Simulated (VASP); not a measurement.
A run of VASP 6.6.1:

INCAR

```
SYSTEM = ZrN
PREC = Accurate
ENCUT = 520
EDIFF = 1E-8
ISMEAR = -1
SIGMA = 0.01
LREAL = .FALSE.
LASPH = .TRUE.
NELM = 120
ALGO = Normal
ISIF = 2
LWAVE = .FALSE.
LCHARG = .FALSE.
GGA = PE
LEFG = .TRUE.
NBANDS = 16
GGA_COMPAT = .FALSE.
```

KPOINTS

```
Automatic mesh
0
G
  9 9 9
  0 0 0
```

File POSCAR:

```
ZrN
1.0
    0.0000000000      2.2918188597      2.2918188597
    2.2918188597      0.0000000000      2.2918188597
    2.2918188597      2.2918188597      0.0000000000
Zr N
1 1
Direct
    0.0000000000      0.0000000000      0.0000000000
    0.5000000000      0.5000000000      0.5000000000
```

Potentials or basis: VASP PAW PBE potentials, release 64 (Zr_sv, N).

Command:

```sh
$ cat potpaw_PBE.64/Zr_sv/POTCAR potpaw_PBE.64/N/POTCAR > POTCAR
$ mpirun -np 1 vasp_std > vasp.out
```

Hardware: 1 thread of Intel(R) Xeon(R) 6975P-C (Granite Rapids), on a shared host.

**Question.** Estimate the wall time of this run.

**Answer.** It took 7.2 s on 1 thread of Intel(R) Xeon(R) 6975P-C (Granite Rapids), on a shared host, peak memory 0.14 GiB. Counts: scf iterations 16, k points 35.
